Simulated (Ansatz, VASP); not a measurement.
Sr3Zn: VASP beside Ansatz

```
CELL_PARAMETERS angstrom
5.58773 0.00000 0.00000
0.00000 5.58773 0.00000
0.00000 0.00000 5.58773
ATOMIC_POSITIONS crystal
Sr 0.50000 0.00000 0.50000
Sr 0.50000 0.50000 0.00000
Sr 0.00000 0.50000 0.50000
Zn 0.00000 0.00000 0.00000
```

Alike in both runs: task single point; functional PBEsol; k mesh 8 × 8 × 8; occupations gaussian, width 0.1 eV; no spin polarisation.

|  | VASP | Ansatz |
| --- | --- | --- |
| version | VASP 6.6.1 | Ansatz 0.2.0 |
| potentials or method | VASP PAW PBE potentials, release 64 (Sr_sv, Zn), cutoff 520 eV | scalar-relativistic, plane waves, PAW |
| valence electrons in the cell | 42 | 42 |

Ansatz gave:

| Item | Value |
| --- | --- |
| gap on the k mesh at the Fermi level (eV) | none |
| pressure (GPa) | -1.5 |

Task: Which values does VASP return?

Result: gap on the k mesh at the Fermi level (eV): none; pressure (GPa): -1.4.

VASP's potentials were made for PBE, not for PBEsol. A gap of «none» marks a metal or a gap that the smearing closes. With one functional, cell and mesh, what is left measures potentials, basis and numerics.
